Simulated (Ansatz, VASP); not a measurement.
C: VASP beside Ansatz

```xyz
4
Lattice="2.5200 0.0000 0.0000 -1.2600 2.1824 0.0000 0.0000 0.0000 4.1800" Properties=species:S:1:pos:R:3 pbc="T T T"
C     0.0000    1.4549    0.0000
C     1.2600    0.7275    2.0900
C     0.0000    1.4549    1.5633
C     1.2600    0.7275    3.6533
```

Alike in both runs: task single point; functional LDA; k mesh 9 × 9 × 4; occupations gaussian, width 0.1 eV; no spin polarisation.

|  | VASP | Ansatz |
| --- | --- | --- |
| version | VASP 6.6.1 | Ansatz 0.2.0 |
| potentials or method | VASP PAW LDA potentials, release 64 (C_h), cutoff 1300 eV | scalar-relativistic, plane waves, PAW |
| valence electrons in the cell | 16 | 16 |

|  | VASP | Ansatz | Ansatz less VASP |
| --- | --- | --- | --- |
| gap on the k mesh at the Fermi level (eV) | 3.12 | 3.13 | +0.020 |
| least direct gap on the mesh (eV) | 4.83 | 4.83 | +0.004 |
| pressure (GPa) | -16.5 | -17.4 | -0.91 |
| traceless stress, the component that is largest in VASP (GPa) | 3.19 | 3.19 | -0.002 |
| rms of the force components (eV/Å) | 0.056 | 0.056 | +0.0002 |

Ansatz warns that its potentials were made for another functional, while VASP's fit it. LDA's correlation is that of Perdew and Zunger in VASP and of Perdew and Wang (1992) in Ansatz. Atom by atom the forces differ by 0.000 eV/Å (rms over components).
